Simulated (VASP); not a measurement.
Ir:

```
Ir
1.0
     0.00000    3.83120    3.83120
     3.83120    0.00000    3.83120
     3.83120    3.83120    0.00000
Ir
8
Direct
  0.00000 0.00000 0.00000
  0.00000 0.00000 0.50000
  0.00000 0.50000 0.00000
  0.00000 0.50000 0.50000
  0.50000 0.00000 0.00000
  0.50000 0.00000 0.50000
  0.50000 0.50000 0.00000
  0.50000 0.50000 0.50000
```

Base run:

```yaml
Program: VASP 6.6.1
Functional: PBEsol
Potentials_or_basis: VASP PAW PBE potentials, release 64 (Ir)
Cutoff: 520 eV
k_mesh: 8 × 8 × 8
Occupations: fermi-dirac, width 0.05 eV
Spin: no spin polarisation
```

Its results: band gap on the k mesh zero (band 36 reaches 11.28 eV, above the bottom of band 37 at 8.97 eV); pressure 1.0 GPa.

The run is repeated on the same cell with these changes: k mesh from 8 × 8 × 8 to 3 × 3 × 3. What comes out?

Band gap on the k mesh zero (band 36 reaches 11.25 eV, above the bottom of band 37 at 9.79 eV); pressure 1.5 GPa.

Caveats: some runs use coarse meshes; the PAW data sets were made with another functional, which shifts forces and pressure a little; spin-orbit coupling is left out, which moves the levels of the heavy elements.
